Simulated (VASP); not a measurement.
A run of VASP 6.6.1:

File INCAR:

```
SYSTEM = Zn
PREC = Accurate ; ENCUT = 520
EDIFF = 1E-8 ; ISMEAR = -1
SIGMA = 0.03 ; LREAL = .False.
LASPH = .True. ; NELM = 60
ALGO = Normal ; ISIF = 2
LWAVE = .False. ; LCHARG = .False.
GGA = PS ; LEFG = .True.
NBANDS = 19
```

File KPOINTS:

```
regular mesh
0
Gamma
  18 18 8
  0 0 0
```

The input POSCAR:

```
Zn
1.0
    2.6287828538      0.0000000000      0.0000000000
   -1.3143914269      2.2765927324      0.0000000000
    0.0000000000      0.0000000000      4.8798445072
Zn
2
Direct
    0.3333333333      0.6666666667      0.2500000000
    0.6666666667      0.3333333333      0.7500000000
```

Potentials or basis: VASP PAW PBE potentials, release 64 (Zn).

The run is started by

```bash
$ cat potpaw_PBE.64/Zn/POTCAR > POTCAR
$ mpirun -np 1 vasp_std > vasp.out
```

Hardware: 1 thread of Intel(R) Xeon(R) 6975P-C (Granite Rapids), on a shared host.

How long does it take, and how much memory?

Wall time 36 s on 1 thread of Intel(R) Xeon(R) 6975P-C (Granite Rapids) (shared host), peak memory 0.2 GiB. Counts: scf iterations 14, k points 185.
